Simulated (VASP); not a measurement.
P: single point with LDA

The system is P.

```
P
1.0
     2.68637    0.00000    0.00000
    -1.34319    2.32647    0.00000
     0.00000    0.00000    4.45963
P
2
Direct
  0.33333 0.66667 0.25000
  0.66667 0.33333 0.75000
```

This isn't the form of P at room conditions, which is orthorhombic.

```
Program             : VASP 6.6.1
Task                : single point
Functional          : LDA
Potentials or basis : VASP PAW LDA potentials, release 64 (P)
Cutoff              : 520 eV
k mesh              : 11 × 11 × 6
Occupations         : gaussian, width 0.05 eV
Spin                : no spin polarisation
```

* Pressure: 0.0 GPa
* Band gap on the k mesh: zero (bands 5 and 6 overlap by 10.34 eV)

Levels at points of the mesh, in eV from the Fermi level:
| k point | band 1 | band 2 | band 3 | band 4 | band 5 | band 6 | band 7 | band 8 | band 9 | band 10 |
| --- | --- | --- | --- | --- | --- | --- | --- | --- | --- | --- |
| (0.00, 0.00, 0.00) | -16.78 | -10.89 | -8.45 | 5.05 | 5.05 | 6.82 | 6.84 | 6.84 | 10.80 | 10.88 |
| (0.00, 0.00, 0.50) | -15.03 | -15.03 | -1.22 | -1.22 | 6.03 | 6.03 | 6.03 | 6.03 | 11.27 | 11.27 |

It took 20 s on 1 thread of Intel Xeon 8259CL (shared host), peak memory 0.13 GiB.
